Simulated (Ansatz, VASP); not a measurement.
# One calculation of C, two programs

```xyz
2
Lattice="2.1273 -1.2283 0.0000 2.1273 1.2283 0.0000 -1.3791 0.0000 3.5028" Properties=species:S:1:pos:R:3 pbc="T T T"
C    -0.6699    0.0000    3.5025
C     3.5455    0.0000    0.0003
```

Alike in both runs: task single point; functional PBE; k mesh 13 × 13 × 8; occupations gaussian, width 0.017 eV; no spin polarisation.

|  | VASP | Ansatz |
| --- | --- | --- |
| version | VASP 6.6.1 | Ansatz 0.2.0 |
| potentials or method | VASP PAW PBE potentials, release 64 (C) | Ansatz PAW |
| plane-wave cutoff (eV) | 520 | 420 |
| valence electrons in the cell | 8 | 8 |

Ansatz gave:

```
gap on the k mesh at the Fermi level (eV)                     : 0.93
least direct gap on the mesh (eV)                             : 0.94
pressure (GPa)                                                : 3.8
traceless stress, the component that is largest in VASP (GPa) : -1.60
```

Question: What did VASP give for the same quantities?

Answer: gap on the k mesh at the Fermi level (eV): 0.93; least direct gap on the mesh (eV): 0.94; pressure (GPa): 4.2; traceless stress, the component that is largest in VASP (GPa): -2.13.

Noted on Ansatz's run: odd divisions of the mesh miss points on the zone boundary, where band edges often lie, so the gap on the mesh can be too wide.
